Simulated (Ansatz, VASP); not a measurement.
## Ti: VASP beside Ansatz

```xyz
3
Lattice="4.5674 0.0000 0.0000 -2.2837 3.9555 0.0000 0.0000 0.0000 2.8262" Properties=species:S:1:pos:R:3 pbc="T T T"
Ti    2.2837    1.3185    1.4131
Ti    0.0000    2.6370    1.4131
Ti    0.0000    0.0000    0.0000
```

Alike in both runs: task relaxation of cell and atoms; functional PBEsol; k mesh 7 × 7 × 9; occupations fermi-dirac, width 0.05 eV; no spin polarisation.

|  | VASP | Ansatz |
| --- | --- | --- |
| version | VASP 6.6.1 | Ansatz 0.2.0 |
| potentials or method | VASP PAW PBE potentials, release 64 (Ti_sv) | Ansatz PAW |
| plane-wave cutoff (eV) | 600 | 420 |
| valence electrons in the cell | 36 | 36 |

```tsv
	VASP	Ansatz	Ansatz less VASP
gap on the k mesh at the Fermi level, each at its own relaxed structure (eV)	none	none	-
relaxed volume (Å³/atom)	16.43	16.47	+0.037
relaxed cell length with the largest relative difference (Å)	4.512	4.516	+0.0039
```

VASP's potentials were made for PBE, not for PBEsol. A gap of «none» marks a metal or a gap that the smearing closes.

Noted on Ansatz's run: the plane-wave basis is chosen anew once the cell has moved, so the energies of steps on either side of that aren't comparable.
